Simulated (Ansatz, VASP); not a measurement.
## B in VASP and in Ansatz

```
B
1.0
     2.44383    0.00000    0.00000
     0.00000    2.44383    0.00000
     0.00000    0.00000    3.48454
B
3
Direct
  0.50000 0.50000 0.25613
  0.50000 0.50000 0.74387
  0.00000 0.00000 0.00000
```

Alike in both runs: functional PBE; k mesh 18 × 18 × 14; occupations gaussian, width 0.1 eV; no spin polarisation.

Ansatz relaxed the structure, and its values are those at the end. VASP's run is a single point on that final structure, the one shown.

|  | VASP | Ansatz |
| --- | --- | --- |
| version | VASP 6.6.1 | Ansatz 0.2.0 |
| potentials or method | VASP PAW PBE potentials, release 64 (B), cutoff 520 eV | scalar-relativistic, plane waves, PAW |
| valence electrons in the cell | 9 | 9 |

```tsv
	VASP	Ansatz	Ansatz less VASP
gap on the k mesh at the Fermi level (eV)	none	none	-
pressure (GPa)	0.0	0.0	+0.02
rms of the force components (eV/Å)	0.004	0.000	-0.0038
```

A gap of «none» marks a metal or a gap that the smearing closes.
